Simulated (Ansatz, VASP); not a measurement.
# B in VASP and in Ansatz

```
CELL_PARAMETERS angstrom
0.00000 1.43922 1.43922
1.43922 0.00000 1.43922
1.43922 1.43922 0.00000
ATOMIC_POSITIONS crystal
B 0.00000 0.00000 0.00000
```

Alike in both runs: task single point; functional revPBE; k mesh 21 × 21 × 21; occupations fermi-dirac, width 0.1 eV; no spin polarisation.

```csv
,VASP,Ansatz
version,VASP 6.6.1,Ansatz 0.2.0
potentials or method,"VASP PAW PBE potentials, release 64 (B), cutoff 520 eV","plane waves (420 eV) with PAW, scalar-relativistic"
valence electrons in the cell,3,3
```

VASP gave:

| Quantity | Value |
| --- | --- |
| pressure (GPa) | -0.1 |

Problem. What did Ansatz give for the same quantities?

Solution. Pressure (GPa): 0.1.

VASP's potentials were made for PBE, not for revPBE.
